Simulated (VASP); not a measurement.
CdSe, 2 atoms in the cell. Symmetry: R3m, No. 160, trigonal system. The conventional cell has a = 4.299 Å, b = 4.299 Å, c = 10.848 Å, α = 90.00°, β = 90.00°, γ = 120.00°. Cd (site symmetry 3m) has 4 Se at 2.64 to 2.71 Å within 3.5 Å. Within 3.5 Å of Se (site symmetry 3m) lie 4 Cd at 2.64 to 2.71 Å.  This cell differs from its parent crystal: equal xy, yz and zx shear strains of +2 %.

```yaml
Program: VASP 6.6.1
Task: electric field gradients
Functional: PBE
Potentials_or_basis: VASP PAW PBE potentials, release 64 (Cd, Se)
Cutoff: 520 eV
k_mesh: 8 × 8 × 8
Occupations: fermi-dirac, width 0.03 eV
Spin: no spin polarisation
Dipole_correction: no
Further_INCAR_settings: ALGO = Normal; EDIFF = 1e-08; NBANDS = 16
```

Potentials or basis: VASP PAW PBE potentials, release 64 (Cd, Se).

Launch:

```sh
$ cat potpaw_PBE.64/Cd/POTCAR potpaw_PBE.64/Se/POTCAR > POTCAR
$ mpirun -np 1 vasp_std > vasp.out
```

Hardware: 1 thread of Intel(R) Xeon(R) Platinum 8488C (Sapphire Rapids) (shared host).

How long does it take, and how much memory?

Wall time 50 s on 1 thread of Intel(R) Xeon(R) Platinum 8488C (Sapphire Rapids) (shared host), peak memory 0.23 GiB. Counts: scf iterations 16, k points 65.
